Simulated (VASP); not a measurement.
# InPd (P4mm) in VASP: further runs

The runs below take InPd through single point, with PBE.

Program: VASP 6.6.1. These are calculated values, not measurements. Logs are shortened: lines on timing, memory, paths and dates and some standing lists are left out, and cuts for length are marked.

### Step 1. The cell of the first run

It takes space group P4mm (No. 99, tetragonal). Conventional cell: a = 3.272 Å, b = 3.272 Å, c = 3.272 Å, α = 90.00°, β = 90.00°, γ = 90.00°. In (site symmetry 4mm) has 8 Pd at 2.78 to 2.89 Å and 6 In at 3.27 Å within 3.7 Å. Pd (site symmetry 4mm) has 8 In at 2.78 to 2.89 Å and 6 Pd at 3.27 Å within 3.7 Å.

### Step 2. Single point, PBE (all In atoms moved -0.100 Å, as atom 1 along Cartesian [1 0 0])

Input file INCAR:

```
ALGO     = Fast           # electronic algorithm
EDIFF    = 1E-6           # SCF threshold, eV
ENCUT    = 520            # plane-wave cutoff, eV
GGA      = PE             # functional
ISIF     = 2              # what is computed and relaxed
ISMEAR   = 0              # smearing method
LASPH    = True           # aspherical terms in the spheres
LCHARG   = False          # write CHGCAR
LREAL    = False          # projectors in reciprocal space
LWAVE    = False          # write WAVECAR
NBANDS   = 18             # bands
NELM     = 100            # most SCF steps
PREC     = Accurate       # precision mode
SIGMA    = 0.15           # smearing width, eV
```

Input file KPOINTS:

```
k-points
0
Gamma
  14 14 14
```

Input file POSCAR:

```
InPd
1.0
    3.2718847800      0.0000000000      0.0000000000
    0.0000000000      3.2718847800      0.0000000000
    0.0000000000      0.0000000000      3.2718847800
In Pd
1 1
Direct
   -0.0305634234      0.0000000000      0.0000000000
    0.5000000000      0.5000000000      0.5000000000
```

Potentials or basis: VASP PAW PBE potentials, release 64 (In_d, Pd).

Run with:

```
cat potpaw_PBE.64/In_d/POTCAR potpaw_PBE.64/Pd/POTCAR > POTCAR
mpirun -np 1 vasp_std > vasp.out
```

OUTCAR:

```text
EDIFF = 1E-6
   ENCUT = 520
   GGA = PE
   ISIF = 2
   ISMEAR = 0
   LASPH = True
   LREAL = False
   NELM = 100
   PREC = Accurate

 ion  position               nearest neighbor table
   1  0.969  0.000  0.000-   2 2.78   2 2.78   2 2.78   2 2.78   2 2.89   2 2.89   2 2.89   2 2.89

   2  0.500  0.500  0.500-   1 2.78   1 2.78   1 2.78   1 2.78   1 2.89   1 2.89   1 2.89   1 2.89

  LATTYP: Found a simple cubic cell.
 ALAT       =     3.2718847800

  Lattice vectors:

 A1 = (   3.2718847800,   0.0000000000,   0.0000000000)
 A2 = (   0.0000000000,   3.2718847800,   0.0000000000)
 A3 = (   0.0000000000,   0.0000000000,   3.2718847800)

Analysis of symmetry for initial positions (statically):
=====================================================================
 Subroutine PRICEL returns:
 Original cell was already a primitive cell.

 Routine SETGRP: Setting up the symmetry group for a
 simple cubic supercell.

 Subroutine GETGRP returns: Found  8 space group operations
 (whereof  8 operations were pure point group operations)
 out of a pool of 48 trial point group operations.

The static configuration has the point symmetry C_4v.

Analysis of symmetry for dynamics (positions and initial velocities):
=====================================================================
 Subroutine PRICEL returns:
 Original cell was already a primitive cell.

 Routine SETGRP: Setting up the symmetry group for a
 simple cubic supercell.

 Subroutine GETGRP returns: Found  8 space group operations
 (whereof  8 operations were pure point group operations)
 out of a pool of 48 trial point group operations.

The dynamic configuration has the point symmetry C_4v.

 Subroutine INISYM returns: Found  8 space group operations
 (whereof  8 operations are pure point group operations),
 and found     1 'primitive' translations

----------------------------------------------------------------------------------------

                                     Primitive cell

  volume of cell :      35.0263

  direct lattice vectors                    reciprocal lattice vectors
     3.271884780  0.000000000  0.000000000     0.305634234  0.000000000  0.000000000
     0.000000000  3.271884780  0.000000000     0.000000000  0.305634234  0.000000000
     0.000000000  0.000000000  3.271884780     0.000000000  0.000000000  0.305634234

  length of vectors
     3.271884780  3.271884780  3.271884780     0.305634234  0.305634234  0.305634234

  position of ions in fractional coordinates (direct lattice)
     0.969436577  0.000000000  0.000000000
     0.500000000  0.500000000  0.500000000

  ion indices of the primitive-cell ions
   primitive index   ion index
                 1           1
                 2           2

----------------------------------------------------------------------------------------

 KPOINTS: k-points

Automatic generation of k-mesh.
 Grid dimensions read from file:
 generate k-points for:   14   14   14

 Generating k-lattice:

  Cartesian coordinates                     Fractional coordinates (reciprocal lattice)
     0.021831017  0.000000000  0.000000000     0.071428571  0.000000000  0.000000000
     0.000000000  0.021831017  0.000000000     0.000000000  0.071428571  0.000000000
     0.000000000  0.000000000  0.021831017     0.000000000  0.000000000  0.071428571

  Length of vectors
     0.021831017  0.021831017  0.021831017

  Shift w.r.t. Gamma in fractional coordinates (k-lattice)
     0.000000000  0.000000000  0.000000000

 Subroutine IBZKPT returns following result:
 ===========================================

 Found    288 irreducible k-points:

 Following reciprocal coordinates:
            Coordinates               Weight
  0.000000  0.000000  0.000000      1.000000
  0.071429  0.000000  0.000000      2.000000
  0.000000  0.071429  0.000000      4.000000
  0.142857  0.000000  0.000000      2.000000
  0.000000  0.142857  0.000000      4.000000
  0.214286  0.000000  0.000000      2.000000
[... 16 lines left out ...]
  0.071429  0.000000  0.214286      8.000000
  0.285714  0.071429  0.000000      8.000000
 [... further k-points ...]
   k-points           NKPTS =    288   k-points in BZ     NKDIM =    288   number of bands    NBANDS=     18
   number of dos      NEDOS =    301   number of ions     NIONS =      2
   total plane-waves  NPLWV =  13824
   dimension x,y,z NGX =    24 NGY =   24 NGZ =   24
   dimension x,y,z NGXF=    48 NGYF=   48 NGZF=   48
   ions per type =               1   1
   NGX,Y,Z   is equivalent  to a cutoff of  12.19, 12.19, 12.19 a.u.
   NGXF,Y,Z  is equivalent  to a cutoff of  24.39, 24.39, 24.39 a.u.
 SYSTEM =  unknown system
   PREC   = accura    normal or accurate (medium, high low for compatibility)
   ISTART =      0    job   : 0-new  1-cont  2-samecut
   ICHARG =      2    charge: 1-file 2-atom 10-const
   ISPIN  =      1    spin polarized calculation?
   LNONCOLLINEAR =      F non collinear calculations
   LSORBIT =      F    spin-orbit coupling
   LASPH  =      T    aspherical Exc in radial PAW
   ENCUT  =  520.0 eV  38.22 Ry    6.18 a.u.   6.08  6.08  6.08*2*pi/ulx,y,z
   NELM   =    100;   NELMIN=  2; NELMDL= -5     # of ELM steps
   EDIFF  = 0.1E-05   stopping-criterion for ELM
   LREAL  =      F    real-space projection
   EDIFFG = 0.1E-04   stopping-criterion for IOM
   NSW    =      0    number of steps for IOM
   IBRION =     -1    ionic relax: 0-MD 1-quasi-New 2-CG
   NFREE  =      0    steps in history (QN), initial steepest desc. (CG)
   ISIF   =      2    stress and relaxation
   ISYM   =      2    0-nonsym 1-usesym 2-fastsym
   POTIM  = 0.5000    time-step for ionic-motion
   TEBEG  =    0.0;   TEEND  =   0.0 temperature during run
   PSTRESS=    0.0 pullay stress
   NELECT =      23.0000    total number of electrons
   NUPDOWN=      -1.0000    fix difference up-down
   EMIN   =  10.00;   EMAX   =-10.00  energy-range for DOS
   EFERMI =   0.00;   METHOD = LEGACY
   ISMEAR =     0;   SIGMA  =   0.15  broadening in eV -4-tet -1-fermi 0-gaus
   EFERMI_NEDOS =   21; number of points for ismear=-14 and -15
   IALGO  =     68    algorithm
   IMIX   =      4    mixing-type and parameters
     AMIX     =   0.40;   BMIX     =  1.00
     AMIX_MAG =   1.60;   BMIX_MAG =  1.00
  volume/ion in A,a.u.               =      17.51       118.18
[... 20 lines left out ...]
  ---------------------------------------------------
  ext. energy  EPLUGINS =         0.00000000
  ---------------------------------------------------
  free energy    TOTEN  =        -8.71767072 eV

  energy without entropy =       -8.70970984  energy(sigma->0) =       -8.71369028

 E-fermi :  10.5499     XC(G=0): -12.2289

 val. band max:       10.5311023026   @ k =   0.3571   0.2143   0.1429
 cond. band min:      10.5505595960   @ k =   0.0714   0.0000   0.2857
 fundamental gap:      0.0194572933
 Fermi energy:        10.5499329423

 k-point     1 :       0.0000    0.0000    0.0000
  band No.  band energies     occupation
      1      -4.4733      2.00000
      2      -4.4728      2.00000
      3      -4.0664      2.00000
      4      -4.0640      2.00000
      5      -4.0640      2.00000
      6       0.4307      2.00000
[... 10 lines left out ...]
     17      21.0723      0.00000
     18      26.5421      0.00000

 k-point     2 :       0.0714    0.0000    0.0000
  band No.  band energies     occupation
      1      -4.4704      2.00000
      2      -4.4554      2.00000
      3      -4.0694      2.00000
      4      -4.0694      2.00000
      5      -4.0648      2.00000
      6       0.5116      2.00000
[... 10 lines left out ...]
     17      21.4768      0.00000
     18      26.4720      0.00000

 k-point     3 :       0.0000    0.0714    0.0000
  band No.  band energies     occupation
      1      -4.4701      2.00000
      2      -4.4556      2.00000
      3      -4.0717      2.00000
      4      -4.0694      2.00000
      5      -4.0626      2.00000
      6       0.5117      2.00000
[... 10 lines left out ...]
     17      21.5256      0.00000
     18      26.3691      0.00000

 k-point     4 :       0.1429    0.0000    0.0000
  band No.  band energies     occupation
      1      -4.4624      2.00000
      2      -4.4068      2.00000
      3      -4.0843      2.00000
      4      -4.0843      2.00000
      5      -4.0604      2.00000
      6       0.7540      2.00000
[... 10 lines left out ...]
     17      22.9575      0.00000
     18      25.8886      0.00000

 k-point     5 :       0.0000    0.1429    0.0000
  band No.  band energies     occupation
      1      -4.4624      2.00000
      2      -4.4067      2.00000
      3      -4.0865      2.00000
      4      -4.0845      2.00000
      5      -4.0584      2.00000
      6       0.7546      2.00000
[... 10 lines left out ...]
     17      23.0098      0.00000
     18      25.8861      0.00000

 k-point     6 :       0.2143    0.0000    0.0000
  band No.  band energies     occupation
      1      -4.4509      2.00000
      2      -4.3367      2.00000
      3      -4.1058      2.00000
      4      -4.1058      2.00000
      5      -4.0540      2.00000
      6       1.1559      2.00000
[... 10 lines left out ...]
     17      24.9693      0.00000
     18      25.3907      0.00000

 k-point     7 :       0.0000    0.2143    0.0000
  band No.  band energies     occupation
      1      -4.4511      2.00000
      2      -4.3361      2.00000
      3      -4.1078      2.00000
      4      -4.1062      2.00000
      5      -4.0524      2.00000
      6       1.1572      2.00000
[... 10 lines left out ...]
     17      25.0248      0.00000
     18      25.3691      0.00000

 k-point     8 :       0.2857    0.0000    0.0000
  band No.  band energies     occupation
      1      -4.4381      2.00000
      2      -4.2593      2.00000
      3      -4.1294      2.00000
      4      -4.1294      2.00000
      5      -4.0469      2.00000
      6       1.7122      2.00000
[... 10 lines left out ...]
     17      24.8675      0.00000
     18      24.8860      0.00000
[... 229 lines left out ...]
     17      23.0200      0.00000
     18      25.4291      0.00000

 k-point    20 :       0.0714    0.0000    0.1429
  band No.  band energies     occupation
      1      -4.4500      2.00000
      2      -4.3990      2.00000
      3      -4.0915      2.00000
      4      -4.0867      2.00000
      5      -4.0632      2.00000
      6       0.8344      2.00000
[... 10 lines left out ...]
     17      23.0173      0.00000
     18      25.4644      0.00000

 k-point    21 :       0.2143    0.0714    0.0000
  band No.  band energies     occupation
      1      -4.4384      2.00000
      2      -4.3293      2.00000
      3      -4.1144      2.00000
      4      -4.1064      2.00000
      5      -4.0597      2.00000
      6       1.2339      2.00000
[... 10 lines left out ...]
     17      24.4591      0.00000
     18      25.0682      0.00000

 k-point    22 :       0.0000    0.2143    0.0714
  band No.  band energies     occupation
      1      -4.4386      2.00000
      2      -4.3287      2.00000
      3      -4.1164      2.00000
      4      -4.1066      2.00000
      5      -4.0583      2.00000
      6       1.2351      2.00000
[... 10 lines left out ...]
     17      24.4845      0.00000
     18      25.0826      0.00000

 k-point    23 :       0.0714    0.0000    0.2143
  band No.  band energies     occupation
      1      -4.4386      2.00000
      2      -4.3287      2.00000
      3      -4.1148      2.00000
      4      -4.1084      2.00000
      5      -4.0582      2.00000
      6       1.2351      2.00000
[... 10 lines left out ...]
     17      24.5062      0.00000
     18      25.1309      0.00000

 k-point    24 :       0.2857    0.0714    0.0000
  band No.  band energies     occupation
      1      -4.4258      2.00000
      2      -4.2518      2.00000
      3      -4.1398      2.00000
      4      -4.1305      2.00000
      5      -4.0537      2.00000
      6       1.7865      2.00000
[... 10 lines left out ...]
     17      23.4079      0.00000
     18      24.9392      0.00000

 [... further k-points ...]

------------------------ aborting loop because EDIFF is reached ----------------------------------------

  FORCE on cell =-STRESS in cart. coord.  units (eV):
  Direction    XX          YY          ZZ          XY          YZ          ZX
  --------------------------------------------------------------------------------------
  -------------------------------------------------------------------------------------
  Total        0.8610885      0.9557403      0.9557403      0.0000000      0.0000000      0.0000000
  in kB       39.3880394     43.7176183     43.7176183      0.0000000      0.0000000      0.0000000
  external PRESSURE =      42.2744253 kB  Pullay stress =       0.0000000 kB

 VOLUME and BASIS-vectors are now :
 -----------------------------------------------------------------------------
  energy-cutoff  :      520.00
  volume of cell :       35.03
      direct lattice vectors                 reciprocal lattice vectors
     3.271884780  0.000000000  0.000000000     0.305634234  0.000000000  0.000000000
     0.000000000  3.271884780  0.000000000     0.000000000  0.305634234  0.000000000
     0.000000000  0.000000000  3.271884780     0.000000000  0.000000000  0.305634234

 POSITION                                       TOTAL-FORCE (eV/Angst)
 -----------------------------------------------------------------------------------
      3.17188      0.00000      0.00000         0.424151     -0.000000      0.000000
      1.63594      1.63594      1.63594        -0.424151      0.000000     -0.000000
 -----------------------------------------------------------------------------------
    total drift:                               -0.001069      0.000000     -0.000001

  FREE ENERGIE OF THE ION-ELECTRON SYSTEM (eV)
  ---------------------------------------------------
  free  energy   TOTEN  =        -8.7176707177 eV

  energy  without entropy=       -8.7097098410  energy(sigma->0) =       -8.71369028
```

Run time: 2.3 min. Hardware: 1 thread of Intel Xeon 8259CL, shared host; peak memory 0.29 GiB.

Results:

- Free energy: -8.7177 eV
- Pressure: 4.2 GPa
- Largest force: 0.424 eV/Å
- Band gap on the k mesh: zero (an odd number of electrons rules out a gap without spin polarisation)

Forces on the atoms (eV/Å):
```
In   0.424  0.000  0.000
Pd  -0.424  0.000  0.000
```

Caveat: the cell differs from its parent crystal (all In atoms moved -0.100 Å, as atom 1 along Cartesian [1 0 0]); the cell stands under pressure; spin-orbit coupling is left out, which moves the levels of the heavy elements.

### Step 3. Single point, PBE (all In atoms moved -0.050 Å, as atom 1 along Cartesian [1 0 0])

Input file INCAR:

```
SYSTEM = InPd
PREC = Accurate ; ENCUT = 520
EDIFF = 1E-6 ; ISMEAR = 0
SIGMA = 0.15 ; LREAL = .False.
LASPH = .True. ; NELM = 60
ALGO = Fast ; ISIF = 2
LWAVE = .False. ; LCHARG = .False.
GGA = PE ; NBANDS = 18
```

Input file KPOINTS:

```
regular mesh
0
Gamma
  14 14 14
  0 0 0
```

POSCAR, as its differences from that of step 2:

```diff
@@ -8,3 +8,3 @@
 Direct
-   -0.0305634234      0.0000000000      0.0000000000
+   -0.0152817117      0.0000000000      0.0000000000
     0.5000000000      0.5000000000      0.5000000000
```

Potentials or basis: VASP PAW PBE potentials, release 64 (In_d, Pd).

Run with:

```
cat potpaw_PBE.64/In_d/POTCAR potpaw_PBE.64/Pd/POTCAR > POTCAR
mpirun -np 1 vasp_std > vasp.out
```

It took 2.2 min on 1 thread of Intel Xeon 8259CL, shared host; peak memory 0.29 GiB.

It converged, with:

```
Free energy            : -8.7335 eV
Pressure               : 3.8 GPa
Largest force          : 0.212 eV/Å
Band gap on the k mesh : zero (an odd number of electrons rules out a gap without spin polarisation)
```

Forces in eV/Å, atoms in the order of the input:
```
In   0.212  0.000  0.000
Pd  -0.212  0.000  0.000
```

Stress tensor (GPa, compression positive):
```
3.76 0.00 0.00
0.00 3.86 0.00
0.00 0.00 3.86
```

Levels at points of the mesh, in eV from the Fermi level:
| k point | band 10 | band 11 | band 12 | band 13 | band 14 | band 15 |
| --- | --- | --- | --- | --- | --- | --- |
| (0.00, 0.00, 0.00) | -2.33 | -2.33 | 4.17 | 4.17 | 4.18 | 9.37 |
| (0.50, 0.00, 0.00) | -3.32 | -2.41 | -1.17 | 9.49 | 9.49 | 9.83 |
| (0.00, 0.50, 0.00) | -3.31 | -2.41 | -1.18 | 9.38 | 9.51 | 9.92 |
| (0.50, 0.50, 0.00) | -2.38 | -2.37 | -1.76 | 1.40 | 2.41 | 9.43 |
| (0.00, 0.50, 0.50) | -2.36 | -2.36 | -1.76 | 1.40 | 2.42 | 9.43 |
| (0.50, 0.50, 0.50) | -1.72 | -0.13 | 3.69 | 3.69 | 3.74 | 4.34 |

Caveat: the cell differs from its parent crystal (all In atoms moved -0.050 Å, as atom 1 along Cartesian [1 0 0]); the cell stands under pressure; spin-orbit coupling is left out, which moves the levels of the heavy elements.

### Step 4. Single point, PBE (all In atoms moved +0.025 Å, as atom 1 along Cartesian [1 0 0])

Input file INCAR:

```
SYSTEM = InPd
PREC = Accurate ; ENCUT = 520
EDIFF = 1E-6 ; ISMEAR = 0
SIGMA = 0.15 ; LREAL = .False.
LASPH = .True. ; NELM = 100
ALGO = Fast ; ISIF = 2
LWAVE = .False. ; LCHARG = .True.
GGA = PE ; LELF = .True.
LVHAR = .True. ; NBANDS = 18
```

Input file KPOINTS:

```
Automatic mesh
0
Gamma
  14 14 14
  0 0 0
```

POSCAR, as its differences from that of step 3:

```diff
@@ -8,3 +8,3 @@
 Direct
-   -0.0152817117      0.0000000000      0.0000000000
+    0.0076408559      0.0000000000      0.0000000000
     0.5000000000      0.5000000000      0.5000000000
```

Run with:

```
cat potpaw_PBE.64/In_d/POTCAR potpaw_PBE.64/Pd/POTCAR > POTCAR
mpirun -np 1 vasp_std > vasp.out
```

Run time: 3.7 min. Hardware: 1 thread of Intel Xeon 8259CL, shared host; peak memory 0.29 GiB.

The run converged. Its results:

```yaml
Free_energy: -8.7375 eV
Pressure: 3.8 GPa
Largest_force: 0.105 eV/Å
Band_gap_on_the_k_mesh: zero (an odd number of electrons rules out a gap without spin polarisation)
```

Forces in eV/Å, atoms in the order of the input:
```
In  -0.105  0.000  0.000
Pd   0.105  0.000  0.000
```

Levels at points of the mesh, in eV from the Fermi level:
```
           k point  band 8  band 9  band 10  band 11  band 12  band 13  band 14  band 15  band 16  band 17
(0.00, 0.00, 0.00)   -3.87   -2.33    -2.33    -2.33     4.17     4.17     4.17     9.38    10.52    10.52
(0.50, 0.00, 0.00)   -3.86   -3.32    -3.32    -2.41    -1.17     9.50     9.50     9.83    10.67    10.67
(0.00, 0.50, 0.00)   -3.86   -3.32    -3.32    -2.41    -1.18     9.47     9.50     9.86    10.66    10.67
(0.50, 0.50, 0.00)   -2.74   -2.74    -2.38    -2.37    -1.76     1.40     2.42     9.42    11.28    11.28
(0.00, 0.50, 0.50)   -2.75   -2.75    -2.37    -2.37    -1.76     1.40     2.42     9.43    11.28    11.28
(0.50, 0.50, 0.50)   -4.92   -1.72    -1.72    -0.13     3.72     3.72     3.74     4.34     4.35     4.35
```

Caveat: the cell differs from its parent crystal (all In atoms moved +0.025 Å, as atom 1 along Cartesian [1 0 0]); the cell stands under pressure; spin-orbit coupling is left out, which moves the levels of the heavy elements.

### Step 5. The runs side by side

```csv
cell,gap on the mesh (eV),pressure (GPa),largest force (eV/Å)
"as given, atomic positions A",none,4.2,0.42
"as given, atomic positions B",none,3.8,0.21
"as given, atomic positions C",none,3.8,0.11
```

Alike in all rows: task single point; level PBE; potentials or basis VASP PAW PBE potentials, release 64 (In_d, Pd); no spin polarisation; k mesh 14 × 14 × 14; cutoff (eV) 520; smearing gaussian 0.15 eV.

Caveats: the cell stands under pressure; spin-orbit coupling is left out, which moves the levels of the heavy elements.

Total energies depend on the potentials used, so only differences within one code and one set of settings carry meaning.
